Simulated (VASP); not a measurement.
A run of VASP 6.6.1 is set up as follows.

INCAR

```
  ALGO = Normal
  EDIFF = 1E-7
  ENCUT = 520
  GGA = PE
  ISIF = 2
  ISMEAR = 0
  LASPH = T
  LCHARG = T
  LELF = T
  LREAL = F
  LVHAR = T
  LWAVE = F
  NBANDS = 16
  NELM = 80
  PREC = Accurate
  SIGMA = 0.05
```

KPOINTS

```
k-points
0
Gamma
  9 9 6
```

POSCAR

```
MgO
1.0
    3.4271971759      0.0000000000      0.0000000000
   -1.7135985880      2.9680398181      0.0000000000
    0.0000000000      0.0000000000      4.2606915290
Mg O
2 2
Direct
    0.6666666667      0.3333333333      0.7500000000
    0.3333333333      0.6666666667      0.2500000000
    0.6666666667      0.3333333333      0.2500000000
    0.3333333333      0.6666666667      0.7500000000
```

Potentials or basis: VASP PAW PBE potentials, release 64 (Mg, O).

Launch:

```console
$ cat potpaw_PBE.64/Mg/POTCAR potpaw_PBE.64/O/POTCAR > POTCAR
$ mpirun -np 1 vasp_std > vasp.out
```

(1) What does it give for the pressure?

(2) What does it give for the band gap on the k mesh?

Results:

(1) 6.3 GPa.

(2) 3.47 eV, direct.
